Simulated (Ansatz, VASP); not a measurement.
# NaC8: VASP beside Ansatz

INCAR

```
SYSTEM = NaC8
PREC = Accurate
ENCUT = 520
EDIFF = 1E-6
ISMEAR = 0
SIGMA = 0.1
LREAL = .False.
LASPH = .True.
NELM = 80
ALGO = Normal
ISIF = 2
LWAVE = .False.
LCHARG = .False.
GGA = PE
IVDW = 12
NBANDS = 30
```

Contents of KPOINTS:

```
regular mesh
0
Gamma
  6 6 6
  0 0 0
```

Contents of POSCAR:

```
NaC8
1.0
    4.9120360200      0.0000000000      0.0000000000
   -2.4560180100      4.2539479800      0.0000000000
    0.0000000000      0.0000000000      3.3326681100
Na C
1 8
Direct
    0.0000000000      0.0000000000      0.5000000000
    0.3333333300      0.1666666700      0.0000000000
    0.3333333300      0.6666666700      0.0000000000
    0.8333333300      0.1666666700      0.0000000000
    0.8333333300      0.6666666700      0.0000000000
    0.1666666700      0.3333333300      0.0000000000
    0.1666666700      0.8333333300      0.0000000000
    0.6666666700      0.3333333300      0.0000000000
    0.6666666700      0.8333333300      0.0000000000
```

Input for Ansatz:

```yaml
crystal:
  lattice:
    - [4.91203602, 0.0, 0.0]
    - [-2.45601801, 4.25394798, 0.0]
    - [0.0, 0.0, 3.33266811]
  atoms:
    - { symbol: Na, position: [0.0, 0.0, 0.5] }
    - { symbol: C, position: [0.33333333, 0.16666667, 0.0] }
    - { symbol: C, position: [0.33333333, 0.66666667, 0.0] }
    - { symbol: C, position: [0.83333333, 0.16666667, 0.0] }
    - { symbol: C, position: [0.83333333, 0.66666667, 0.0] }
    - { symbol: C, position: [0.16666667, 0.33333333, 0.0] }
    - { symbol: C, position: [0.16666667, 0.83333333, 0.0] }
    - { symbol: C, position: [0.66666667, 0.33333333, 0.0] }
    - { symbol: C, position: [0.66666667, 0.83333333, 0.0] }
basis:
  ecutwfc: 420
kpoints:
  mp_grid: { grid: [6, 6, 6] }
hamiltonian:
  xc: pbe
  dispersion: d3bj
scf:
  occupations: { method: gaussian, width: 0.1 }
  lower_state_search: "off"
output:
  forces: true
  stress: true
  eigenvalues: true
```

Alike in both runs: task single point; functional PBE; dispersion D3(BJ); k mesh 6 × 6 × 6; occupations gaussian, width 0.1 eV; no spin polarisation.

|  | VASP | Ansatz |
| --- | --- | --- |
| version | VASP 6.6.1 | Ansatz 0.2.0 |
| potentials or method | VASP PAW PBE potentials, release 64 (Na_pv, C), cutoff 520 eV | scalar-relativistic, plane waves, PAW |
| valence electrons in the cell | 39 | 41 |

Ansatz gave:

| Property | Result |
| --- | --- |
| gap on the k mesh at the Fermi level (eV) | none |
| pressure (GPa) | 26.7 |
| traceless stress, the component that is largest in VASP (GPa) | 11.37 |
| rms of the force components (eV/Å) | 0.811 |

Task: Which values does VASP return?

Result: gap on the k mesh at the Fermi level (eV): none; pressure (GPa): 27.6; traceless stress, the component that is largest in VASP (GPa): 11.17; rms of the force components (eV/Å): 0.828.

Atom by atom the forces differ by 0.017 eV/Å (rms over components). A gap of «none» marks a metal or a gap that the smearing closes. VASP's potentials hold 39 valence electrons a cell and Ansatz's 41, so a difference there can come from the potentials and not from the codes.
